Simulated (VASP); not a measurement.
# Al3Cu (P4/mmm) in VASP: notebook

Runs on Al3Cu. Level: PBEsol. Tasks: single point.

Everything below comes from runs of VASP 6.6.1. Logs are shortened: lines on timing, memory, paths and dates and some standing lists are left out, and cuts for length are marked.

## 1. The cell of the first run

It takes space group P4/mmm (No. 123, tetragonal). The conventional cell has a = 2.609 Å, b = 2.609 Å, c = 7.095 Å, α = 90.00°, β = 90.00°, γ = 90.00°. Al (site symmetry 4/mmm) has 12 Al at 2.61 to 2.67 Å within 3.4 Å. Al (site symmetry 4mm) has 4 Cu at 2.45 Å and 9 Al at 2.61 to 3.24 Å within 3.3 Å. Within 3.2 Å of Cu (site symmetry 4/mmm) lie 8 Al at 2.45 Å and 4 Cu at 2.61 Å.

## 2. Single point, PBEsol

The input, INCAR:

```
SYSTEM = Al3Cu
PREC     = Accurate       ! precision mode
ENCUT    = 520            ! plane-wave cutoff, eV
EDIFF    = 1E-6           ! SCF threshold, eV
ISMEAR   = 0              ! smearing method
SIGMA    = 0.1            ! smearing width, eV
LREAL    = .False.        ! projectors in reciprocal space
LASPH    = .True.         ! aspherical terms in the spheres
NELM     = 80             ! most SCF steps
ALGO     = Fast           ! electronic algorithm
ISIF     = 2              ! what is computed and relaxed
LWAVE    = .False.        ! write WAVECAR
LCHARG   = .True.         ! write CHGCAR
GGA      = PS             ! functional
LELF     = .True.         ! ELF
LVHAR    = .True.       
NBANDS   = 18             ! bands
```

The input, KPOINTS:

```
Automatic mesh
0
Gamma
  16 16 6
  0 0 0
```

The input, POSCAR:

```
Al3Cu
1.0
    2.6093703013      0.0000000000      0.0000000000
    0.0000000000      2.6093703013      0.0000000000
    0.0000000000      0.0000000000      7.0947397667
Al Cu
3 1
Direct
    0.0000000000      0.0000000000      0.5000000000
    0.5000000000      0.5000000000      0.2281504357
    0.5000000000      0.5000000000      0.7718495643
    0.0000000000      0.0000000000      0.0000000000
```

Potentials or basis: VASP PAW PBE potentials, release 64 (Al, Cu).

The run is started by

```bash
$ cat potpaw_PBE.64/Al/POTCAR potpaw_PBE.64/Cu/POTCAR > POTCAR
$ mpirun -np 1 vasp_std > vasp.out
```

OUTCAR:

```text
SYSTEM = Al3Cu
   PREC = Accurate
   ENCUT = 520
   EDIFF = 1E-6
   ISMEAR = 0
   LREAL = .False.
   LASPH = .True.
   NELM = 80
   ISIF = 2
   GGA = PS

 ion  position               nearest neighbor table
   1  0.000  0.000  0.500-   2 2.67   3 2.67   2 2.67   3 2.67   2 2.67   3 2.67   2 2.67   3 2.67

   2  0.500  0.500  0.228-   4 2.45   4 2.45   4 2.45   4 2.45   1 2.67   1 2.67   1 2.67   1 2.67
                             3 3.24
   3  0.500  0.500  0.772-   4 2.45   4 2.45   4 2.45   4 2.45   1 2.67   1 2.67   1 2.67   1 2.67
                             2 3.24
   4  0.000  0.000  0.000-   2 2.45   3 2.45   2 2.45   3 2.45   2 2.45   3 2.45   2 2.45   3 2.45

  LATTYP: Found a simple tetragonal cell.
 ALAT       =     2.6093703013
 C/A-ratio  =     2.7189470820

  Lattice vectors:

 A1 = (   2.6093703013,   0.0000000000,   0.0000000000)
 A2 = (   0.0000000000,   2.6093703013,   0.0000000000)
 A3 = (   0.0000000000,   0.0000000000,   7.0947397667)

Analysis of symmetry for initial positions (statically):
=====================================================================
 Subroutine PRICEL returns:
 Original cell was already a primitive cell.

 Routine SETGRP: Setting up the symmetry group for a
 simple tetragonal supercell.

 Subroutine GETGRP returns: Found 16 space group operations
 (whereof 16 operations were pure point group operations)
 out of a pool of 16 trial point group operations.

The static configuration has the point symmetry D_4h.

Analysis of symmetry for dynamics (positions and initial velocities):
=====================================================================
 Subroutine PRICEL returns:
 Original cell was already a primitive cell.

 Routine SETGRP: Setting up the symmetry group for a
 simple tetragonal supercell.

 Subroutine GETGRP returns: Found 16 space group operations
 (whereof 16 operations were pure point group operations)
 out of a pool of 16 trial point group operations.

The dynamic configuration has the point symmetry D_4h.

 Subroutine INISYM returns: Found 16 space group operations
 (whereof 16 operations are pure point group operations),
 and found     1 'primitive' translations

----------------------------------------------------------------------------------------

                                     Primitive cell

  volume of cell :      48.3068

  direct lattice vectors                    reciprocal lattice vectors
     2.609370301  0.000000000  0.000000000     0.383234223  0.000000000  0.000000000
     0.000000000  2.609370301  0.000000000     0.000000000  0.383234223  0.000000000
     0.000000000  0.000000000  7.094739767     0.000000000  0.000000000  0.140949497

  length of vectors
     2.609370301  2.609370301  7.094739767     0.383234223  0.383234223  0.140949497

  position of ions in fractional coordinates (direct lattice)
     0.000000000  0.000000000  0.500000000
     0.500000000  0.500000000  0.228150436
     0.500000000  0.500000000  0.771849564
     0.000000000  0.000000000  0.000000000

  ion indices of the primitive-cell ions
   primitive index   ion index
                 1           1
                 2           2
                 3           3
                 4           4

----------------------------------------------------------------------------------------

 KPOINTS: Automatic mesh

Automatic generation of k-mesh.
 Grid dimensions read from file:
 generate k-points for:   16   16    6

 Generating k-lattice:

  Cartesian coordinates                     Fractional coordinates (reciprocal lattice)
     0.023952139  0.000000000  0.000000000     0.062500000  0.000000000  0.000000000
     0.000000000  0.023952139  0.000000000     0.000000000  0.062500000  0.000000000
     0.000000000  0.000000000  0.023491583     0.000000000  0.000000000  0.166666667

  Length of vectors
     0.023952139  0.023952139  0.023491583

  Shift w.r.t. Gamma in fractional coordinates (k-lattice)
     0.000000000  0.000000000  0.000000000

 Subroutine IBZKPT returns following result:
 ===========================================

 Found    180 irreducible k-points:

 Following reciprocal coordinates:
            Coordinates               Weight
  0.000000  0.000000  0.000000      1.000000
  0.062500  0.000000  0.000000      4.000000
  0.125000  0.000000  0.000000      4.000000
  0.187500  0.000000  0.000000      4.000000
  0.250000  0.000000  0.000000      4.000000
  0.312500  0.000000  0.000000      4.000000
[... 16 lines left out ...]
  0.437500  0.125000  0.000000      8.000000
  0.500000  0.125000  0.000000      4.000000
 [... further k-points ...]
   k-points           NKPTS =    180   k-points in BZ     NKDIM =    180   number of bands    NBANDS=     18
   number of dos      NEDOS =    301   number of ions     NIONS =      4
   total plane-waves  NPLWV =  21600
   dimension x,y,z NGX =    20 NGY =   20 NGZ =   54
   dimension x,y,z NGXF=    40 NGYF=   40 NGZF=  108
   ions per type =               3   1
   NGX,Y,Z   is equivalent  to a cutoff of  12.74, 12.74, 12.65 a.u.
   NGXF,Y,Z  is equivalent  to a cutoff of  25.48, 25.48, 25.31 a.u.
 SYSTEM =  Al3Cu
   PREC   = accura    normal or accurate (medium, high low for compatibility)
   ISTART =      0    job   : 0-new  1-cont  2-samecut
   ICHARG =      2    charge: 1-file 2-atom 10-const
   ISPIN  =      1    spin polarized calculation?
   LNONCOLLINEAR =      F non collinear calculations
   LSORBIT =      F    spin-orbit coupling
   LASPH  =      T    aspherical Exc in radial PAW
   ENCUT  =  520.0 eV  38.22 Ry    6.18 a.u.   4.85  4.85 13.19*2*pi/ulx,y,z
   NELM   =     80;   NELMIN=  2; NELMDL= -5     # of ELM steps
   EDIFF  = 0.1E-05   stopping-criterion for ELM
   LREAL  =      F    real-space projection
   EDIFFG = 0.1E-04   stopping-criterion for IOM
   NSW    =      0    number of steps for IOM
   IBRION =     -1    ionic relax: 0-MD 1-quasi-New 2-CG
   NFREE  =      0    steps in history (QN), initial steepest desc. (CG)
   ISIF   =      2    stress and relaxation
   ISYM   =      2    0-nonsym 1-usesym 2-fastsym
   POTIM  = 0.5000    time-step for ionic-motion
   TEBEG  =    0.0;   TEEND  =   0.0 temperature during run
   PSTRESS=    0.0 pullay stress
   NELECT =      20.0000    total number of electrons
   NUPDOWN=      -1.0000    fix difference up-down
   EMIN   =  10.00;   EMAX   =-10.00  energy-range for DOS
   EFERMI =   0.00;   METHOD = LEGACY
   ISMEAR =     0;   SIGMA  =   0.10  broadening in eV -4-tet -1-fermi 0-gaus
   EFERMI_NEDOS =   21; number of points for ismear=-14 and -15
   IALGO  =     68    algorithm
   IMIX   =      4    mixing-type and parameters
     AMIX     =   0.40;   BMIX     =  1.00
     AMIX_MAG =   1.60;   BMIX_MAG =  1.00
  volume/ion in A,a.u.               =      12.08        81.50
  Fermi-wavevector in a.u.,A,eV,Ry     =   1.220156  2.305761 20.256106  1.488782
  Thomas-Fermi vector in A             =   2.355384
   LORBIT       =      0    0 simple, 1 ext, 2 COOP (PROOUT), +10 PAW based schemes
   GGA     = PS    functional components
   LHFCALC =     F    Hartree Fock is set to
   AEXX    =    0.0000 exact exchange contribution
   IVDW    =     0    specifies the selected vdW correction
   LEPSILON=     F    determine dielectric tensor
   LRPA    =     F    only Hartree local field effects (RPA)
 non-spin polarized calculation
 RMM-DIIS sequential band-by-band and
 Gauss-broadening in eV      SIGMA  =   0.10
  energy-cutoff  :      520.00
  volume of cell :       48.31
 maximum number of plane-waves:      1332
 NGX is ok and might be reduce to    20
   NGX =  9   NGY =  9   NGZ = 27

 number of electron      20.0000020 magnetization

 Free energy of the ion-electron system (eV)
  ---------------------------------------------------
  ext. energy  EPLUGINS =         0.00000000
  ---------------------------------------------------
  free energy    TOTEN  =       -16.12162396 eV

  energy without entropy =      -16.11299742  energy(sigma->0) =      -16.11731069

 E-fermi :  10.7586     XC(G=0): -11.7871

 val. band max:       10.7561646807   @ k =   0.3750   0.3125   0.1667
 cond. band min:      10.7608883325   @ k =   0.2500   0.0625   0.5000
 fundamental gap:      0.0047236517
 Fermi energy:        10.7586362992

 k-point     1 :       0.0000    0.0000    0.0000
  band No.  band energies     occupation
      1      -1.9312      2.00000
      2       0.8400      2.00000
      3       1.1332      2.00000
      4       5.2998      2.00000
      5       5.4575      2.00000
      6       6.5096      2.00000
[... 10 lines left out ...]
     17      21.1750      0.00000
     18      21.1775      0.00000

 k-point     2 :       0.0625    0.0000    0.0000
  band No.  band energies     occupation
      1      -1.8454      2.00000
      2       0.9158      2.00000
      3       1.2192      2.00000
      4       5.3190      2.00000
      5       5.4833      2.00000
      6       6.4453      2.00000
[... 10 lines left out ...]
     17      21.2148      0.00000
     18      21.2710      0.00000

 k-point     3 :       0.1250    0.0000    0.0000
  band No.  band energies     occupation
      1      -1.5888      2.00000
      2       1.1416      2.00000
      3       1.4757      2.00000
      4       5.3707      2.00000
      5       5.5577      2.00000
      6       6.2864      2.00000
[... 10 lines left out ...]
     17      21.4412      0.00000
     18      21.5559      0.00000

 k-point     4 :       0.1875    0.0000    0.0000
  band No.  band energies     occupation
      1      -1.1637      2.00000
      2       1.5121      2.00000
      3       1.8983      2.00000
      4       5.4420      2.00000
      5       5.6663      2.00000
      6       6.0919      2.00000
[... 10 lines left out ...]
     17      21.6357      0.00000
     18      22.0481      0.00000

 k-point     5 :       0.2500    0.0000    0.0000
  band No.  band energies     occupation
      1      -0.5741      2.00000
      2       2.0163      2.00000
      3       2.4775      2.00000
      4       5.5157      2.00000
      5       5.7752      2.00000
      6       5.9032      2.00000
[... 10 lines left out ...]
     17      21.6795      0.00000
     18      22.1023      0.00000

 k-point     6 :       0.3125    0.0000    0.0000
  band No.  band energies     occupation
      1       0.1739      2.00000
      2       2.6314      2.00000
      3       3.1948      2.00000
      4       5.5496      2.00000
      5       5.7456      2.00000
      6       5.8274      2.00000
[... 307 lines left out ...]
 k-point    21 :       0.3125    0.1250    0.0000
  band No.  band energies     occupation
      1       0.5031      2.00000
      2       2.8964      2.00000
      3       3.5031      2.00000
      4       5.6547      2.00000
      5       5.7922      2.00000
      6       5.8898      2.00000
[... 10 lines left out ...]
     17      19.5998      0.00000
     18      21.0550      0.00000

 k-point    22 :       0.3750    0.1250    0.0000
  band No.  band energies     occupation
      1       1.3924      2.00000
      2       3.5390      2.00000
      3       4.2850      2.00000
      4       5.3827      2.00000
      5       5.6790      2.00000
      6       5.9387      2.00000
[... 10 lines left out ...]
     17      19.7298      0.00000
     18      21.0090      0.00000

 k-point    23 :       0.4375    0.1250    0.0000
  band No.  band energies     occupation
      1       2.4074      2.00000
      2       4.0916      2.00000
      3       4.6004      2.00000
      4       5.0687      2.00000
      5       5.6250      2.00000
      6       5.8935      2.00000
[... 10 lines left out ...]
     17      20.5794      0.00000
     18      20.7248      0.00000

 k-point    24 :       0.5000    0.1250    0.0000
  band No.  band energies     occupation
      1       3.3748      2.00000
      2       3.6754      2.00000
      3       4.3220      2.00000
      4       5.5478      2.00000
      5       5.6172      2.00000
      6       5.6744      2.00000
[... 10 lines left out ...]
     17      19.6720      0.00000
     18      21.2922      0.00000

 [... further k-points ...]

------------------------ aborting loop because EDIFF is reached ----------------------------------------

  FORCE on cell =-STRESS in cart. coord.  units (eV):
  Direction    XX          YY          ZZ          XY          YZ          ZX
  --------------------------------------------------------------------------------------
  -------------------------------------------------------------------------------------
  Total       10.1239072     10.1239072     10.1686566      0.0000000      0.0000000      0.0000000
  in kB      335.7769160    335.7769160    337.2611078      0.0000000      0.0000000      0.0000000
  external PRESSURE =     336.2716466 kB  Pullay stress =       0.0000000 kB

 VOLUME and BASIS-vectors are now :
 -----------------------------------------------------------------------------
  energy-cutoff  :      520.00
  volume of cell :       48.31
      direct lattice vectors                 reciprocal lattice vectors
     2.609370301  0.000000000  0.000000000     0.383234223  0.000000000  0.000000000
     0.000000000  2.609370301  0.000000000     0.000000000  0.383234223  0.000000000
     0.000000000  0.000000000  7.094739767     0.000000000  0.000000000  0.140949497

 POSITION                                       TOTAL-FORCE (eV/Angst)
 -----------------------------------------------------------------------------------
      0.00000      0.00000      3.54737         0.000000      0.000000     -0.000000
      1.30469      1.30469      1.61867         0.000000     -0.000000      0.003572
      1.30469      1.30469      5.47607         0.000000     -0.000000     -0.003572
      0.00000      0.00000      0.00000         0.000000      0.000000     -0.000000
 -----------------------------------------------------------------------------------
    total drift:                                0.000000     -0.000000     -0.000000

  FREE ENERGIE OF THE ION-ELECTRON SYSTEM (eV)
  ---------------------------------------------------
  free  energy   TOTEN  =       -16.1216239597 eV

  energy  without entropy=      -16.1129974205  energy(sigma->0) =      -16.11731069
```

Run time: 3.4 min. Hardware: 1 thread of Intel Xeon Platinum 8259CL at 2.50GHz (Skylake/Cascade Lake), shared host; peak memory 0.26 GiB.

Results:

| Property | Result |
| --- | --- |
| Free energy | -16.1216 eV |
| Pressure | 33.6 GPa |
| Largest force | 0.004 eV/Å |
| Band gap on the k mesh | zero (bands 10 and 11 overlap by 6.64 eV) |

Forces in eV/Å, atoms in the order of the input:
```
Al   0.000  0.000  0.000
Al   0.000  0.000  0.004
Al   0.000  0.000 -0.004
Cu   0.000  0.000  0.000
```

Levels at points of the mesh, in eV from the Fermi level:
| k point | band 8 | band 9 | band 10 | band 11 | band 12 | band 13 |
| --- | --- | --- | --- | --- | --- | --- |
| (0.00, 0.00, 0.00) | -3.74 | -2.07 | 0.81 | 6.43 | 7.65 | 7.65 |
| (0.50, 0.00, 0.00) | -4.19 | -4.12 | -2.55 | -1.90 | 2.83 | 4.53 |
| (0.50, 0.50, 0.00) | -0.75 | -0.35 | 0.01 | 0.01 | 0.30 | 0.44 |
| (0.00, 0.00, 0.50) | -4.11 | -3.74 | 4.64 | 6.34 | 6.38 | 8.22 |
| (0.50, 0.00, 0.50) | -4.12 | -2.99 | -1.25 | -0.98 | 0.08 | 1.38 |
| (0.50, 0.50, 0.50) | -2.07 | -2.07 | -0.79 | -0.71 | 0.54 | 3.22 |

Caveat: the cell stands under pressure; the PAW data sets were made with another functional, which shifts forces and pressure a little.

## 3. Single point, PBEsol

This run uses another cell than the first one, of 13.08 Å³/atom.

The input, INCAR:

```
SYSTEM = Al3Cu
  ALGO = Fast
  EDIFF = 1E-6
  ENCUT = 520
  GGA = PS
  ISIF = 2
  ISMEAR = 0
  LASPH = .True.
  LCHARG = .False.
  LREAL = .False.
  LWAVE = .False.
  NBANDS = 18
  NELM = 60
  PREC = Accurate
  SIGMA = 0.1
```

The input, KPOINTS:

```
k-points
0
Gamma
  16 16 6
  0 0 0
```

The input, POSCAR:

```
Al3Cu
1.0
    2.6774464774      0.0000000000      0.0000000000
    0.0000000000      2.6774464774      0.0000000000
    0.0000000000      0.0000000000      7.2973462410
Al Cu
3 1
Direct
    0.0000000000      0.0000000000      0.5000000000
    0.5000000000      0.5000000000      0.2253468513
    0.5000000000      0.5000000000      0.7746531487
    0.0000000000      0.0000000000      0.0000000000
```

Potentials or basis: VASP PAW PBE potentials, release 64 (Al, Cu).

The run is started by

```bash
$ cat potpaw_PBE.64/Al/POTCAR potpaw_PBE.64/Cu/POTCAR > POTCAR
$ mpirun -np 1 vasp_std > vasp.out
```

It took 2.9 min on 1 thread of Intel Xeon Platinum 8259CL at 2.50GHz (Skylake/Cascade Lake), shared host; peak memory 0.27 GiB.

The run converged. Its results:

```
Free energy            : -16.6793 eV
Pressure               : 15.4 GPa
Largest force          : 0.023 eV/Å
Band gap on the k mesh : zero (bands 10 and 11 overlap by 6.43 eV)
```

Forces in eV/Å, atoms in the order of the input:
```
Al   0.000  0.000  0.000
Al   0.000  0.000  0.023
Al   0.000  0.000 -0.023
Cu   0.000  0.000  0.000
```

Levels at points of the mesh, in eV from the Fermi level:
| k point | band 6 | band 7 | band 8 | band 9 | band 10 | band 11 | band 12 | band 13 | band 14 | band 15 |
| --- | --- | --- | --- | --- | --- | --- | --- | --- | --- | --- |
| (0.00, 0.00, 0.00) | -3.99 | -3.99 | -3.53 | -1.99 | 0.67 | 6.41 | 7.21 | 7.21 | 8.09 | 9.74 |
| (0.50, 0.00, 0.00) | -4.46 | -4.08 | -3.98 | -3.87 | -2.49 | -1.90 | 2.74 | 4.23 | 4.39 | 5.65 |
| (0.50, 0.50, 0.00) | -2.81 | -2.81 | -0.62 | -0.36 | 0.06 | 0.06 | 0.46 | 0.46 | 0.48 | 2.73 |
| (0.00, 0.00, 0.50) | -3.99 | -3.99 | -3.87 | -3.53 | 4.39 | 6.00 | 6.37 | 7.77 | 7.77 | 7.98 |
| (0.50, 0.00, 0.50) | -4.76 | -4.08 | -3.87 | -2.84 | -1.17 | -1.01 | 0.06 | 1.11 | 9.05 | 9.15 |
| (0.50, 0.50, 0.50) | -2.02 | -2.02 | -1.90 | -1.90 | -0.67 | -0.62 | 0.57 | 2.22 | 3.24 | 3.24 |

Caveat: the cell stands under pressure; the PAW data sets were made with another functional, which shifts forces and pressure a little.

[end of part 1 of 2]

The gap in the log of VASP goes by the Fermi energy; the results here count the filled bands.